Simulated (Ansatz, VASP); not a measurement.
BaTe in VASP and in Ansatz

INCAR

```
SYSTEM = BaTe
PREC = Accurate ; ENCUT = 520
EDIFF = 1E-6 ; ISMEAR = 0
SIGMA = 0.01 ; LREAL = .FALSE.
LASPH = .TRUE. ; NELM = 80
ALGO = Normal ; ISIF = 2
LWAVE = .FALSE. ; LCHARG = .TRUE.
GGA = PS ; LELF = .TRUE.
LVHAR = .TRUE. ; NBANDS = 24
```

The input KPOINTS:

```
Automatic mesh
0
G
  6 6 2
  0 0 0
```

The input POSCAR:

```
BaTe
1.0
    4.8953714734      0.0000000000      0.0000000000
   -2.4476857367      4.2395160569      0.0000000000
    0.0000000000      0.0000000000      8.5840688827
Ba Te
2 2
Direct
    0.0000000000      0.0000000000      0.0000000000
    0.0000000000      0.0000000000      0.5000000000
    0.3333333333      0.6666666667      0.2500000000
    0.6666666667      0.3333333333      0.7500000000
```

Input for Ansatz:

```yaml
crystal:
  lattice:
    - [4.8953714734, 0.0, 0.0]
    - [-2.4476857367, 4.2395160569, 0.0]
    - [0.0, 0.0, 8.5840688827]
  atoms:
    - { symbol: Ba, position: [0.0, 0.0, 0.0] }
    - { symbol: Ba, position: [0.0, 0.0, 0.5] }
    - { symbol: Te, position: [0.3333333333, 0.6666666667, 0.25] }
    - { symbol: Te, position: [0.6666666667, 0.3333333333, 0.75] }
kpoints:
  mp_grid: { grid: [6, 6, 2] }
hamiltonian:
  xc: pbesol
scf:
  occupations: { method: fixed }
  n_extra_bands: 5
output:
  forces: true
  stress: true
  eigenvalues: true
  write_density: true
  write_potential: true
  elf: true
  volumetric_format: npy
```

Alike in both runs: task single point; functional PBEsol; k mesh 6 × 6 × 2; no spin polarisation.

```csv
,VASP,Ansatz
version,VASP 6.6.1,Ansatz 0.2.0
potentials or method,"VASP PAW PBE potentials, release 64 (Ba_sv, Te)","plane waves, PAW"
plane-wave cutoff (eV),520,420
occupations,"gaussian, width 0.01 eV",fixed
valence electrons in the cell,32,52
```

```csv
,VASP,Ansatz,Ansatz less VASP
gap on the k mesh at the Fermi level (eV),1.58,1.67,+0.082
pressure (GPa),-1.1,-1.4,-0.34
```

VASP's potentials were made for PBE, not for PBEsol. VASP's potentials hold 32 valence electrons a cell and Ansatz's 52, so a difference there can come from the potentials and not from the codes.

Neither program's run includes spin-orbit coupling.
